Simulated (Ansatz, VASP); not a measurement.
# TiC in VASP and in Ansatz

INCAR

```
PREC     = Accurate       # precision mode
ENCUT    = 520            # plane-wave cutoff, eV
EDIFF    = 1E-8           # SCF threshold, eV
ISMEAR   = -1             # smearing method
SIGMA    = 0.03           # smearing width, eV
LREAL    = False          # projectors in reciprocal space
LASPH    = True           # aspherical terms in the spheres
NELM     = 60             # most SCF steps
ALGO     = Normal         # electronic algorithm
ISIF     = 2              # what is computed and relaxed
LWAVE    = False          # write WAVECAR
LCHARG   = False          # write CHGCAR
GGA      = PS             # functional
LEFG     = True         
NBANDS   = 15             # bands
```

KPOINTS

```
regular mesh
0
Gamma
  16 16 16
```

File POSCAR:

```
TiC
1.0
    0.0000000000      2.1783315435      2.1783315435
    2.1783315435      0.0000000000      2.1783315435
    2.1783315435      2.1783315435      0.0000000000
Ti C
1 1
Direct
    0.0000000000      0.0000000000      0.0000000000
    0.5000000000      0.5000000000      0.5000000000
```

Input for Ansatz:

```yaml
crystal:
  lattice:
    - [0.0, 2.1783315435, 2.1783315435]
    - [2.1783315435, 0.0, 2.1783315435]
    - [2.1783315435, 2.1783315435, 0.0]
  atoms:
    - { symbol: Ti, position: [0.0, 0.0, 0.0] }
    - { symbol: C, position: [0.5, 0.5, 0.5] }
kpoints:
  mp_grid: { grid: [16, 16, 16] }
scf:
  occupations: { method: fermi_dirac, width: 0.03 }
hamiltonian:
  xc: pbesol
  pseudopotentials: { kind: paw }
output:
  forces: true
  stress: true
  eigenvalues: true
  efg: { contact_densities: true }
  write_density: true
  write_potential: true
  elf: true
  volumetric_format: npy
```

Change from the starting cell: volume scaled by 1.02, PAW files.

Alike in both runs: task electric field gradients; functional PBEsol; k mesh 16 × 16 × 16; occupations fermi-dirac, width 0.03 eV; no spin polarisation.

```csv
,VASP,Ansatz
version,VASP 6.6.1,Ansatz 0.2.0
potentials or method,"VASP PAW PBE potentials, release 64 (Ti_sv, C)","PAW with Ansatz's default frozen-core files, scalar-relativistic"
plane-wave cutoff (eV),520,420
valence electrons in the cell,16,16
```

|  | VASP | Ansatz | Ansatz less VASP |
| --- | --- | --- | --- |
| pressure (GPa) | -10.5 | -10.8 | -0.28 |

VASP's potentials were made for PBE, not for PBEsol.
